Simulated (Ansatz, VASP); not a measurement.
## GaN: VASP beside Ansatz

```
Ga N
1.0
     3.21840    0.00000    0.00000
    -1.60920    2.78722    0.00000
     0.00000    0.00000    5.24303
Ga N
2 2
Direct
  0.33333 0.66667 0.99913
  0.66667 0.33333 0.49913
  0.33333 0.66667 0.37587
  0.66667 0.33333 0.87587
```

Alike in both runs: functional PBE; k mesh 10 × 10 × 6; no spin polarisation.

Ansatz relaxed the structure, and its values are those at the end. VASP's run is a single point on that final structure, the one shown.

```csv
,VASP,Ansatz
version,VASP 6.6.1,Ansatz 0.2.0
potentials or method,"VASP PAW PBE potentials, release 64 (Ga_d, N)","scalar-relativistic, plane waves, PAW"
plane-wave cutoff (eV),520,420
occupations,"gaussian, width 0.01 eV",fixed
valence electrons in the cell,36,36
```

```tsv
	VASP	Ansatz	Ansatz less VASP
gap on the k mesh at the Fermi level (eV)	1.72	1.71	-0.006
least direct gap on the mesh (eV)	1.72	1.71	-0.006
pressure (GPa)	0.1	0.0	-0.12
```
